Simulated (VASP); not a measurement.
# MnV (Pm-3m) in VASP: notebook, part 2 of 2

VASP 6.6.1. Earlier steps stand in the parts before.

### 4 Single point, LDA, collinear spin, ferromagnetic start (volume scaled by 1.05)

Contents of INCAR:

```
  PREC = Accurate
  ENCUT = 520
  EDIFF = 1E-6
  ISMEAR = -1
  SIGMA = 0.05
  LREAL = False
  LASPH = True
  NELM = 150
  ALGO = Normal
  ISIF = 2
  LWAVE = False
  LCHARG = False
  ISPIN = 2
  MAGMOM = 4 2
  LORBIT = 11
  LMAXMIX = 4
  GGA = CA
  NBANDS = 24
```

Contents of KPOINTS:

```
regular mesh
0
Gamma
  11 11 11
```

Contents of POSCAR:

```
MnV
1.0
    2.9475494348      0.0000000000      0.0000000000
    0.0000000000      2.9475494348      0.0000000000
    0.0000000000      0.0000000000      2.9475494348
Mn V
1 1
Direct
    0.0000000000      0.0000000000      0.0000000000
    0.5000000000      0.5000000000      0.5000000000
```

Potentials or basis: VASP PAW LDA potentials, release 64 (Mn_pv, V_sv).

The run is started by

```
$ cat potpaw_LDA.64/Mn_pv/POTCAR potpaw_LDA.64/V_sv/POTCAR > POTCAR
$ mpirun -np 1 vasp_std > vasp.out
```

OUTCAR:

```text
PREC = Accurate
   ENCUT = 520
   EDIFF = 1E-6
   ISMEAR = -1
   LREAL = False
   LASPH = True
   NELM = 150
   ISIF = 2
   ISPIN = 2
   LORBIT = 11
   GGA = CA

 ion  position               nearest neighbor table
   1  0.000  0.000  0.000-   2 2.55   2 2.55   2 2.55   2 2.55   2 2.55   2 2.55   2 2.55   2 2.55

   2  0.500  0.500  0.500-   1 2.55   1 2.55   1 2.55   1 2.55   1 2.55   1 2.55   1 2.55   1 2.55

  LATTYP: Found a simple cubic cell.
 ALAT       =     2.9475494348

  Lattice vectors:

 A1 = (   2.9475494348,   0.0000000000,   0.0000000000)
 A2 = (   0.0000000000,   2.9475494348,   0.0000000000)
 A3 = (   0.0000000000,   0.0000000000,   2.9475494348)

Analysis of symmetry for initial positions (statically):
=====================================================================
 Subroutine PRICEL returns:
 Original cell was already a primitive cell.

 Routine SETGRP: Setting up the symmetry group for a
 simple cubic supercell.

 Subroutine GETGRP returns: Found 48 space group operations
 (whereof 48 operations were pure point group operations)
 out of a pool of 48 trial point group operations.

The static configuration has the point symmetry O_h .

Analysis of symmetry for dynamics (positions and initial velocities):
=====================================================================
 Subroutine PRICEL returns:
 Original cell was already a primitive cell.

 Routine SETGRP: Setting up the symmetry group for a
 simple cubic supercell.

 Subroutine GETGRP returns: Found 48 space group operations
 (whereof 48 operations were pure point group operations)
 out of a pool of 48 trial point group operations.

The dynamic configuration has the point symmetry O_h .

Analysis of structural, dynamic, and magnetic symmetry:
=====================================================================
 Subroutine PRICEL returns:
 Original cell was already a primitive cell.

 Routine SETGRP: Setting up the symmetry group for a
[... 142 lines left out ...]
   NGX = 11   NGY = 11   NGZ = 11

 number of electron      26.0000004 magnetization      -0.0000006

 number of electron      26.0000004 magnetization       0.0000160

 Free energy of the ion-electron system (eV)
  ---------------------------------------------------
  ext. energy  EPLUGINS =         0.00000000
  ---------------------------------------------------
  free energy    TOTEN  =       -20.36698981 eV

  energy without entropy =      -20.36137409  energy(sigma->0) =      -20.36418195

 E-fermi :   9.3495     XC(G=0): -13.4338

 val. band max:        9.2757441255   @ k =   0.4545   0.3636   0.0000
 cond. band min:       9.4237966357   @ k =   0.4545   0.4545   0.0909
 fundamental gap:      0.1480525103
 Fermi energy:         9.3494697253

 spin component 1

 k-point     1 :       0.0000    0.0000    0.0000
  band No.  band energies     occupation
      1     -54.2648      1.00000
      2     -38.0963      1.00000
      3     -38.0963      1.00000
      4     -38.0963      1.00000
      5     -28.4073      1.00000
      6     -28.4073      1.00000
[... 637 lines left out ...]
     23      27.6382      0.00000
     24      28.1238      0.00000

 [... further k-points ...]

 spin component 2

 k-point     1 :       0.0000    0.0000    0.0000
  band No.  band energies     occupation
      1     -54.2649      1.00000
      2     -38.0961      1.00000
      3     -38.0961      1.00000
      4     -38.0961      1.00000
      5     -28.4074      1.00000
      6     -28.4074      1.00000
[... 637 lines left out ...]
     23      27.6381      0.00000
     24      28.1238      0.00000

 [... further k-points ...]
[... 5 lines left out ...]
  --------------------------------------------------------------------------------------
  -------------------------------------------------------------------------------------
  Total       -4.7204405     -4.7204405     -4.7204405     -0.0000000     -0.0000000     -0.0000000
  in kB     -295.3315309   -295.3315309   -295.3315309     -0.0000000     -0.0000000     -0.0000000
  external PRESSURE =    -295.3315309 kB  Pullay stress =       0.0000000 kB

 VOLUME and BASIS-vectors are now :
 -----------------------------------------------------------------------------
  energy-cutoff  :      520.00
  volume of cell :       25.61
      direct lattice vectors                 reciprocal lattice vectors
     2.947549435  0.000000000  0.000000000     0.339264878  0.000000000  0.000000000
     0.000000000  2.947549435  0.000000000     0.000000000  0.339264878  0.000000000
     0.000000000  0.000000000  2.947549435     0.000000000  0.000000000  0.339264878

 POSITION                                       TOTAL-FORCE (eV/Angst)
 -----------------------------------------------------------------------------------
      0.00000      0.00000      0.00000         0.000000      0.000000      0.000000
      1.47377      1.47377      1.47377         0.000000      0.000000      0.000000
 -----------------------------------------------------------------------------------
    total drift:                                0.000000      0.000000     -0.000000

  FREE ENERGIE OF THE ION-ELECTRON SYSTEM (eV)
  ---------------------------------------------------
  free  energy   TOTEN  =       -20.3669898124 eV

  energy  without entropy=      -20.3613740881  energy(sigma->0) =      -20.36418195

 total charge

# of ion       s       p       d       tot
------------------------------------------
    1        0.389   6.320   5.144  11.854
    2        2.332   6.247   2.985  11.564
--------------------------------------------------
tot          2.721  12.567   8.129  23.418

 magnetization (x)

# of ion       s       p       d       tot
------------------------------------------
    1        0.000   0.000   0.000   0.000
    2       -0.000  -0.000  -0.000  -0.000
--------------------------------------------------
tot          0.000  -0.000   0.000   0.000
```

stdout:

```text
POSCAR found type information on POSCAR MnV
 POSCAR found :  2 types and       2 ions
 scaLAPACK will be used
 LDA part: xc-table for (Slater(with rela. corr.)+CA(PZ))
 , standard interpolation
 POSCAR, INCAR and KPOINTS ok, starting setup
 FFT: planning ... GRIDC
 FFT: planning ... GRID_SOFT
 FFT: planning ... GRID
 WAVECAR not read
 entering main loop
```

Run time: 47 s. Hardware: 1 thread of AMD EPYC 9R45 (Zen 5), shared host; peak memory 0.14 GiB.

What came out:

```yaml
Free_energy: -20.3670 eV
Pressure: -29.5 GPa
Band_gap_on_the_k_mesh: zero (filled and empty bands overlap)
Net_moment: 0.00 μB per cell
Valence_electrons_inside_the_program's_atomic_spheres: Mn 11.85; V 11.56
```

Caveat: the starting moments collapsed, and a magnetic state may lie lower.

### 5 Single point, LDA, collinear spin, ferromagnetic start (volume scaled by 1.1)

Contents of INCAR:

```
SYSTEM = MnV
ALGO = Normal ; EDIFF = 1E-6
ENCUT = 520 ; ISIF = 2
ISMEAR = -1 ; ISPIN = 2
LASPH = .True. ; LCHARG = .False.
LMAXMIX = 4 ; LORBIT = 11
LREAL = .False. ; LWAVE = .False.
MAGMOM = 4 2 ; NBANDS = 24
NELM = 150 ; PREC = Accurate
SIGMA = 0.05
```

Contents of KPOINTS:

```
k-points
0
Gamma
  11 11 11
  0 0 0
```

Contents of POSCAR:

```
MnV
1.0
    2.9936123348      0.0000000000      0.0000000000
    0.0000000000      2.9936123348      0.0000000000
    0.0000000000      0.0000000000      2.9936123348
Mn V
1 1
Direct
    0.0000000000      0.0000000000      0.0000000000
    0.5000000000      0.5000000000      0.5000000000
```

The run is started by

```
$ cat potpaw_LDA.64/Mn_pv/POTCAR potpaw_LDA.64/V_sv/POTCAR > POTCAR
$ mpirun -np 1 vasp_std > vasp.out
```

It took 52 s on 1 thread of AMD EPYC 9R45 (Zen 5), shared host; peak memory 0.14 GiB.

Results (log left out):

* Free energy: -20.1187 eV
* Pressure: -35.5 GPa
* Band gap on the k mesh: zero (filled and empty bands overlap)
* Net moment: 0.00 μB per cell
* Valence electrons inside the program's atomic spheres: Mn 11.78; V 11.49

Levels at points of the mesh, in eV from the Fermi level:
Spin up:
| k point | band 11 | band 12 | band 13 | band 14 | band 15 | band 16 |
| --- | --- | --- | --- | --- | --- | --- |
| (0.00, 0.00, 0.00) | -0.71 | -0.71 | -0.71 | 1.01 | 1.01 | 2.29 |
Spin down:
| k point | band 9 | band 10 | band 11 | band 12 | band 13 | band 14 | band 15 | band 16 | band 17 | band 18 |
| --- | --- | --- | --- | --- | --- | --- | --- | --- | --- | --- |
| (0.00, 0.00, 0.00) | -3.46 | -3.46 | -0.71 | -0.71 | -0.71 | 1.01 | 1.01 | 2.29 | 2.29 | 2.29 |

Caveat: the starting moments collapsed, and a magnetic state may lie lower.

### 6 Single point, LDA, collinear spin, ferromagnetic start (volume scaled by 1.18)

Contents of INCAR:

```
  PREC = Accurate
  ENCUT = 520
  EDIFF = 1E-7
  ISMEAR = -1
  SIGMA = 0.05
  LREAL = False
  LASPH = True
  NELM = 150
  ALGO = Normal
  ISIF = 2
  LWAVE = False
  LCHARG = True
  ISPIN = 2
  MAGMOM = 4 2
  LORBIT = 11
  LMAXMIX = 4
  GGA = CA
  LELF = True
  LVHAR = True
  NBANDS = 24
```

Contents of KPOINTS:

```
regular mesh
0
Gamma
  11 11 11
```

Contents of POSCAR:

```
MnV
1.0
    3.0644932352      0.0000000000      0.0000000000
    0.0000000000      3.0644932352      0.0000000000
    0.0000000000      0.0000000000      3.0644932352
Mn V
1 1
Direct
    0.0000000000      0.0000000000      0.0000000000
    0.5000000000      0.5000000000      0.5000000000
```

Potentials or basis: VASP PAW LDA potentials, release 64 (Mn_pv, V_sv).

The run is started by

```
$ cat potpaw_LDA.64/Mn_pv/POTCAR potpaw_LDA.64/V_sv/POTCAR > POTCAR
$ mpirun -np 1 vasp_std > vasp.out
```

Run time: 66 s. Hardware: 1 thread of AMD EPYC 9R45 (Zen 5), shared host; peak memory 0.15 GiB.

It converged, with:

| Quantity | Value |
| --- | --- |
| Free energy | -19.6451 eV |
| Pressure | -40.9 GPa |
| Net moment | 0.07 μB per cell |
| Site moments | Mn +0.58; V -0.46 μB |
| Valence electrons inside the program's atomic spheres | Mn 11.69; V 11.40 |

Levels at points of the mesh, in eV from the Fermi level:
Spin up:
```tsv
k point	band 9	band 10	band 11	band 12	band 13	band 14	band 15	band 16	band 17	band 18
(0.00, 0.00, 0.00)	-3.22	-3.22	-0.82	-0.82	-0.82	0.86	0.86	2.11	2.11	2.11
```
Spin down:
```csv
k point,band 11,band 12,band 13,band 14,band 15,band 16
"(0.00, 0.00, 0.00)",-0.60,-0.60,-0.60,0.91,0.91,2.01
```

Caveat: the moment fell far below its start of 4 μB, so a state of higher moment may lie lower in energy.
